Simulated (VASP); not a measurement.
Write the native input for VASP 6.6.1 that does the following.

```
Task                   : relaxation of cell and atoms
Functional             : PBE
Dispersion             : D3(BJ)
Potentials or basis    : VASP PAW PBE potentials, release 64 (Ge_d)
Cutoff                 : 600 eV
k mesh                 : 14 × 14 × 14
Occupations            : gaussian, width 0.1 eV
Spin                   : no spin polarisation
Dipole correction      : no
Further INCAR settings : ALGO = Normal; EDIFF = 1e-06; IBRION = 2; EDIFFG = -0.005; NSW = 70; ISIF = 3
```

The structure of Ge lies in POSCAR:

```
Ge
1.0
    0.0000000000      2.8805364545      2.8805364545
    2.8805364545      0.0000000000      2.8805364545
    2.8805364545      2.8805364545      0.0000000000
Ge
2
Direct
    0.0000000000      0.0000000000      0.0000000000
    0.2500000000      0.2500000000      0.2500000000
```

One way to write it, as run:

INCAR

```
PREC = Accurate ; ENCUT = 600
EDIFF = 1E-6 ; ISMEAR = 0
SIGMA = 0.1 ; LREAL = F
LASPH = T ; NELM = 100
ALGO = Normal ; ISIF = 3
LWAVE = F ; LCHARG = F
GGA = PE ; IVDW = 12
IBRION = 2 ; NSW = 70
EDIFFG = -0.005
```

KPOINTS

```
regular mesh
0
Gamma
  14 14 14
```

Potentials or basis: VASP PAW PBE potentials, release 64 (Ge_d).

The run is started by

```console
$ cat potpaw_PBE.64/Ge_d/POTCAR > POTCAR
$ mpirun -np 1 vasp_std > vasp.out
```

It gave:

- Relaxed volume: 23.15 Å³/atom
- Relaxed cell: a = 4.031 Å, b = 4.031 Å, c = 4.031 Å, α = 60.00°, β = 60.00°, γ = 60.00°
- Space group after relaxing (to 0.1 Å): Fd-3m (No. 227)
- Energy gained by relaxing: 4.6 meV/atom
- Ionic steps: 5
- Pressure after relaxing: 0.0 GPa
- Band gap on the k mesh: zero (filled and empty bands touch)
- Dispersion energy per atom: -0.290 eV

Caveat: semilocal functionals underestimate gaps, and a narrow one can read as zero.

Run time: 4.3 min on 1 thread of Intel(R) Xeon(R) Platinum 8488C (Sapphire Rapids), with other jobs on the host, peak memory 0.28 GiB.
